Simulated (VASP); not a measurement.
# BaS (F-43m) in VASP: single point with PBE0

Aim: the single point of BaS with PBE0.

All numbers are computed with VASP 6.6.1; they aren't measurements. Logs are shortened: lines on timing, memory, paths and dates and some standing lists are left out, and cuts for length are marked.

### 1 The cell of the first run

It takes space group F-43m (No. 216, cubic). Conventional cell: a = 7.039 Å, b = 7.039 Å, c = 7.039 Å, α = 90.00°, β = 90.00°, γ = 90.00°. Within 4.0 Å of Ba (site symmetry -43m) lie 4 S at 3.05 Å. S (site symmetry -43m) has 4 Ba at 3.05 Å within 4.0 Å.

### 2 Single point, PBE0

The input, POSCAR:

```
BaS
1.0
    0.0000000000      3.5194117709      3.5194117709
    3.5194117709      0.0000000000      3.5194117709
    3.5194117709      3.5194117709      0.0000000000
Ba S
1 1
Direct
    0.0000000000      0.0000000000      0.0000000000
    0.2500000000      0.2500000000      0.2500000000
```

The input, INCAR.step1:

```
SYSTEM = BaS
PREC = Accurate ; ENCUT = 520
EDIFF = 1E-5 ; ISMEAR = 0
SIGMA = 0.01 ; LREAL = .FALSE.
LASPH = .TRUE. ; NELM = 60
ALGO = Normal ; ISIF = 2
LWAVE = .TRUE. ; LCHARG = .FALSE.
GGA = PE ; NBANDS = 15
```

The input, INCAR.step2:

```
SYSTEM = BaS
PREC = Accurate ; ENCUT = 520
EDIFF = 1E-6 ; ISMEAR = 0
SIGMA = 0.01 ; LREAL = .FALSE.
LASPH = .TRUE. ; NELM = 60
ALGO = Normal ; ISIF = 2
LWAVE = .FALSE. ; LCHARG = .FALSE.
GGA = PE ; LHFCALC = .TRUE.
AEXX = 0.25 ; PRECFOCK = Normal
ISTART = 1 ; NBANDS = 15
```

The input, KPOINTS:

```
Automatic mesh
0
G
  4 4 4
  0 0 0
```

Potentials or basis: VASP PAW PBE potentials, release 64 (Ba_sv, S).

The run is started by

```sh
cat potpaw_PBE.64/Ba_sv/POTCAR potpaw_PBE.64/S/POTCAR > POTCAR
cp INCAR.step1 INCAR
mpirun -np 1 vasp_std > vasp.out
cp INCAR.step2 INCAR
mpirun -np 1 vasp_std > vasp.out
```

OUTCAR:

```text
SYSTEM = BaS
   PREC = Accurate
   ENCUT = 520
   EDIFF = 1E-6
   ISMEAR = 0
   LREAL = .FALSE.
   LASPH = .TRUE.
   NELM = 60
   ISIF = 2
   GGA = PE
   LHFCALC = .TRUE.
   AEXX = 0.25
   PRECFOCK = Normal
   ISTART = 1

 ion  position               nearest neighbor table
   1  0.000  0.000  0.000-   2 3.05   2 3.05   2 3.05   2 3.05
   2  0.250  0.250  0.250-   1 3.05   1 3.05   1 3.05   1 3.05

  LATTYP: Found a face centered cubic cell.
 ALAT       =     7.0388235418

  Lattice vectors:

 A1 = (   0.0000000000,   3.5194117709,   3.5194117709)
 A2 = (   3.5194117709,   0.0000000000,   3.5194117709)
 A3 = (   3.5194117709,   3.5194117709,   0.0000000000)

Analysis of symmetry for initial positions (statically):
=====================================================================
 Subroutine PRICEL returns:
 Original cell was already a primitive cell.

 Routine SETGRP: Setting up the symmetry group for a
 face centered cubic supercell.

 Subroutine GETGRP returns: Found 24 space group operations
 (whereof 24 operations were pure point group operations)
 out of a pool of 48 trial point group operations.

The static configuration has the point symmetry T_d .

Analysis of symmetry for dynamics (positions and initial velocities):
=====================================================================
 Subroutine PRICEL returns:
 Original cell was already a primitive cell.

 Routine SETGRP: Setting up the symmetry group for a
 face centered cubic supercell.

 Subroutine GETGRP returns: Found 24 space group operations
 (whereof 24 operations were pure point group operations)
 out of a pool of 48 trial point group operations.

The dynamic configuration has the point symmetry T_d .

 Subroutine INISYM returns: Found 24 space group operations
 (whereof 24 operations are pure point group operations),
 and found     1 'primitive' translations

----------------------------------------------------------------------------------------

                                     Primitive cell

  volume of cell :      87.1847

  direct lattice vectors                    reciprocal lattice vectors
     0.000000000  3.519411771  3.519411771    -0.142069196  0.142069196  0.142069196
     3.519411771  0.000000000  3.519411771     0.142069196 -0.142069196  0.142069196
     3.519411771  3.519411771  0.000000000     0.142069196  0.142069196 -0.142069196

  length of vectors
     4.977199858  4.977199858  4.977199858     0.246071065  0.246071065  0.246071065

  position of ions in fractional coordinates (direct lattice)
     0.000000000  0.000000000  0.000000000
     0.250000000  0.250000000  0.250000000

  ion indices of the primitive-cell ions
   primitive index   ion index
                 1           1
                 2           2

----------------------------------------------------------------------------------------

 KPOINTS: Automatic mesh

Automatic generation of k-mesh.
 Grid dimensions read from file:
 generate k-points for:    4    4    4

 Generating k-lattice:

  Cartesian coordinates                     Fractional coordinates (reciprocal lattice)
    -0.035517299  0.035517299  0.035517299     0.250000000  0.000000000  0.000000000
     0.035517299 -0.035517299  0.035517299     0.000000000  0.250000000  0.000000000
     0.035517299  0.035517299 -0.035517299     0.000000000  0.000000000  0.250000000

  Length of vectors
     0.061517766  0.061517766  0.061517766

  Shift w.r.t. Gamma in fractional coordinates (k-lattice)
     0.000000000  0.000000000  0.000000000

 Subroutine IBZKPT returns following result:
 ===========================================

 Found      8 irreducible k-points:

 Following reciprocal coordinates:
            Coordinates               Weight
  0.000000  0.000000  0.000000      1.000000
  0.250000  0.000000  0.000000      8.000000
  0.500000  0.000000  0.000000      4.000000
  0.250000  0.250000  0.000000      6.000000
  0.500000  0.250000  0.000000     24.000000
 -0.250000  0.250000  0.000000     12.000000
  0.500000  0.500000  0.000000      3.000000
 -0.250000  0.500000  0.250000      6.000000
   k-points           NKPTS =      8   k-points in BZ     NKDIM =     64   number of bands    NBANDS=     15
   number of dos      NEDOS =    301   number of ions     NIONS =      2
   total plane-waves  NPLWV =  64000
   dimension x,y,z NGX =    40 NGY =   40 NGZ =   40
   dimension x,y,z NGXF=    80 NGYF=   80 NGZF=   80
   ions per type =               1   1
   NGX,Y,Z   is equivalent  to a cutoff of  13.36, 13.36, 13.36 a.u.
   NGXF,Y,Z  is equivalent  to a cutoff of  26.72, 26.72, 26.72 a.u.
 SYSTEM =  BaS
   PREC   = accura    normal or accurate (medium, high low for compatibility)
   ISTART =      1    job   : 0-new  1-cont  2-samecut
   ICHARG =      0    charge: 1-file 2-atom 10-const
   ISPIN  =      1    spin polarized calculation?
   LNONCOLLINEAR =      F non collinear calculations
   LSORBIT =      F    spin-orbit coupling
   LASPH  =      T    aspherical Exc in radial PAW
   ENCUT  =  520.0 eV  38.22 Ry    6.18 a.u.   9.25  9.25  9.25*2*pi/ulx,y,z
   NELM   =     60;   NELMIN=  2; NELMDL=  0     # of ELM steps
   EDIFF  = 0.1E-05   stopping-criterion for ELM
   LREAL  =      F    real-space projection
   EDIFFG = 0.1E-04   stopping-criterion for IOM
   NSW    =      0    number of steps for IOM
   IBRION =     -1    ionic relax: 0-MD 1-quasi-New 2-CG
   NFREE  =      0    steps in history (QN), initial steepest desc. (CG)
   ISIF   =      2    stress and relaxation
   ISYM   =      3    0-nonsym 1-usesym 2-fastsym
   POTIM  = 0.5000    time-step for ionic-motion
   TEBEG  =    0.0;   TEEND  =   0.0 temperature during run
   PSTRESS=    0.0 pullay stress
   NELECT =      16.0000    total number of electrons
   NUPDOWN=      -1.0000    fix difference up-down
   EMIN   =  10.00;   EMAX   =-10.00  energy-range for DOS
   EFERMI =   0.00;   METHOD = LEGACY
   ISMEAR =     0;   SIGMA  =   0.01  broadening in eV -4-tet -1-fermi 0-gaus
   EFERMI_NEDOS =   21; number of points for ismear=-14 and -15
   IALGO  =     38    algorithm
   IMIX   =      1    mixing-type and parameters
     AMIX     =   0.40;   BMIX     =  1.00
     AMIX_MAG =   1.60;   BMIX_MAG =  1.00
  volume/ion in A,a.u.               =      43.59       294.18
  Fermi-wavevector in a.u.,A,eV,Ry     =   0.930325  1.758060 11.775908  0.865505
  Thomas-Fermi vector in A             =   2.056702
   LORBIT       =      0    0 simple, 1 ext, 2 COOP (PROOUT), +10 PAW based schemes
   GGA     = PE    functional components
   LHFCALC =     T    Hartree Fock is set to
   PRECFOCK=normal    Normal, Fast or Accurate (Low or Medium for compatibility)
   ENCUT4O =  -1.0   cutoff for four orbital integrals eV
   NKREDX  =     1    reduce k-point grid by
   NKREDY  =     1    reduce k-point grid by
   NKREDZ  =     1    reduce k-point grid by
   AEXX    =    0.2500 exact exchange contribution
   HFSCREEN=    0.0000 screening length (either q_TF or 0.3 A-1)
   HFSCREENC=   0.0000 screening length for correlation (either q_TF or 0.3 A-1)
   ENCUTFOCK=  -1.0 apply spherical cutoff to Coloumb kernel
   IVDW    =     0    specifies the selected vdW correction
   LEPSILON=     F    determine dielectric tensor
   LRPA    =     F    only Hartree local field effects (RPA)
 non-spin polarized calculation
 Gauss-broadening in eV      SIGMA  =   0.01
  energy-cutoff  :      520.00
  volume of cell :       87.18
 maximum number of plane-waves:      2397
 NGX is ok and might be reduce to    40
  NGX = 28; NGY = 28; NGZ = 28

 number of electron      15.9999999 magnetization

 Free energy of the ion-electron system (eV)
  ---------------------------------------------------
  ext. energy  EPLUGINS =         0.00000000
  ---------------------------------------------------
  free energy    TOTEN  =       -11.61992893 eV

  energy without entropy =      -11.61992893  energy(sigma->0) =      -11.61992893

 E-fermi :  -1.1053     XC(G=0):  -5.6698

 val. band max:       -1.2274753300   @ k =  -0.2500   0.5000   0.2500
 cond. band min:       3.1291965505   @ k =   0.0000   0.0000   0.0000
 fundamental gap:      4.3566718805
 Fermi energy:        -1.1052866473

 k-point     1 :       0.0000    0.0000    0.0000
  band No.  band energies     occupation
      1     -29.0679      2.00000
      2     -13.1878      2.00000
      3     -13.1878      2.00000
      4     -13.1878      2.00000
      5     -12.2019      2.00000
      6      -1.9460      2.00000
      7      -1.9460      2.00000
      8      -1.9460      2.00000
      9       3.1292      0.00000
     10       5.7254      0.00000
     11       5.7254      0.00000
     12       7.6659      0.00000
     13       7.6659      0.00000
     14       7.6659      0.00000
     15      10.7318      0.00000

 k-point     2 :       0.2500    0.0000    0.0000
  band No.  band energies     occupation
      1     -29.0593      2.00000
      2     -13.6973      2.00000
      3     -13.2118      2.00000
      4     -13.2118      2.00000
      5     -11.6808      2.00000
      6      -2.0126      2.00000
      7      -1.8000      2.00000
      8      -1.8000      2.00000
      9       4.2508      0.00000
     10       5.4523      0.00000
     11       5.4523      0.00000
     12       7.0815      0.00000
     13       8.1676      0.00000
     14       8.1676      0.00000
     15       8.3490      0.00000

 k-point     3 :       0.5000    0.0000    0.0000
  band No.  band energies     occupation
      1     -29.0506      2.00000
      2     -14.0144      2.00000
      3     -13.2353      2.00000
      4     -13.2353      2.00000
      5     -11.3653      2.00000
      6      -1.8721      2.00000
      7      -1.6665      2.00000
      8      -1.6665      2.00000
      9       4.9676      0.00000
     10       5.8875      0.00000
     11       5.8884      0.00000
     12       5.8884      0.00000
     13       7.0977      0.00000
     14       7.0977      0.00000
     15       9.3223      0.00000

 k-point     4 :       0.2500    0.2500    0.0000
  band No.  band energies     occupation
      1     -29.0564      2.00000
      2     -13.7778      2.00000
      3     -13.2467      2.00000
      4     -13.2467      2.00000
      5     -11.5392      2.00000
      6      -2.2562      2.00000
      7      -1.6188      2.00000
      8      -1.6188      2.00000
      9       4.2883      0.00000
     10       4.8402      0.00000
     11       6.2806      0.00000
     12       7.6320      0.00000
     13       7.7910      0.00000
     14       7.7910      0.00000
     15       9.7001      0.00000

 k-point     5 :       0.5000    0.2500    0.0000
  band No.  band energies     occupation
      1     -29.0478      2.00000
      2     -14.0395      2.00000
      3     -13.3213      2.00000
      4     -13.2703      2.00000
      5     -11.2236      2.00000
      6      -2.0894      2.00000
      7      -1.5104      2.00000
      8      -1.4551      2.00000
      9       4.1470      0.00000
     10       5.1739      0.00000
     11       6.2033      0.00000
     12       7.3360      0.00000
     13       7.3872      0.00000
     14       8.1345      0.00000
     15       9.5128      0.00000

 k-point     6 :      -0.2500    0.2500    0.0000
  band No.  band energies     occupation
      1     -29.0507      2.00000
      2     -13.9605      2.00000
      3     -13.3225      2.00000
      4     -13.2357      2.00000
      5     -11.3227      2.00000
      6      -1.8934      2.00000
      7      -1.7021      2.00000
      8      -1.6338      2.00000
      9       4.5387      0.00000
     10       5.1886      0.00000
     11       5.6333      0.00000
     12       6.9191      0.00000
     13       7.9254      0.00000
     14       8.3635      0.00000
     15       8.9267      0.00000

 k-point     7 :       0.5000    0.5000    0.0000
  band No.  band energies     occupation
      1     -29.0449      2.00000
      2     -14.1204      2.00000
      3     -13.3047      2.00000
      4     -13.3047      2.00000
      5     -11.1369      2.00000
      6      -2.3817      2.00000
      7      -1.2361      2.00000
      8      -1.2361      2.00000
      9       3.8879      0.00000
     10       5.1023      0.00000
     11       7.0092      0.00000
     12       7.0092      0.00000
     13       7.1410      0.00000
     14       9.2210      0.00000
     15       9.5263      0.00000

 k-point     8 :      -0.2500    0.5000    0.2500
  band No.  band energies     occupation
      1     -29.0449      2.00000
      2     -14.0913      2.00000
      3     -13.3534      2.00000
      4     -13.3076      2.00000
      5     -11.1143      2.00000
      6      -1.8693      2.00000
      7      -1.7799      2.00000
      8      -1.2275      2.00000
      9       3.8491      0.00000
     10       4.8329      0.00000
     11       6.6432      0.00000
     12       7.0785      0.00000
     13       8.2373      0.00000
     14       9.1661      0.00000
     15       9.3783      0.00000

------------------------ aborting loop because EDIFF is reached ----------------------------------------

  FORCE on cell =-STRESS in cart. coord.  units (eV):
  Direction    XX          YY          ZZ          XY          YZ          ZX
  --------------------------------------------------------------------------------------
  -------------------------------------------------------------------------------------
  Total        0.0679304      0.0679304      0.0679304     -0.0000000      0.0000000      0.0000000
  in kB        1.2483449      1.2483449      1.2483449     -0.0000000      0.0000000      0.0000000
  external PRESSURE =       1.2483449 kB  Pullay stress =       0.0000000 kB

 VOLUME and BASIS-vectors are now :
 -----------------------------------------------------------------------------
  energy-cutoff  :      520.00
  volume of cell :       87.18
      direct lattice vectors                 reciprocal lattice vectors
     0.000000000  3.519411771  3.519411771    -0.142069196  0.142069196  0.142069196
     3.519411771  0.000000000  3.519411771     0.142069196 -0.142069196  0.142069196
     3.519411771  3.519411771  0.000000000     0.142069196  0.142069196 -0.142069196

 POSITION                                       TOTAL-FORCE (eV/Angst)
 -----------------------------------------------------------------------------------
      0.00000      0.00000      0.00000         0.000000      0.000000      0.000000
      1.75971      1.75971      1.75971        -0.000000     -0.000000     -0.000000
 -----------------------------------------------------------------------------------
    total drift:                                0.000009      0.000001     -0.000009

  FREE ENERGIE OF THE ION-ELECTRON SYSTEM (eV)
  ---------------------------------------------------
  free  energy   TOTEN  =       -11.6199289306 eV

  energy  without entropy=      -11.6199289306  energy(sigma->0) =      -11.61992893
```

Wall time 4.4 min (1 thread of Intel Xeon Platinum 8559C (Emerald Rapids), shared host); peak memory 0.24 GiB.

What came out:

```yaml
Free_energy: -11.6199 eV
Pressure: 0.1 GPa
Band_gap_on_the_k_mesh: 4.36 eV (least direct gap 5.08 eV)
```

Caveat: the PAW data sets were made with another functional, which shifts forces and pressure a little; spin-orbit coupling is left out, which moves the levels of the heavy elements. A k mesh can miss the band edges.
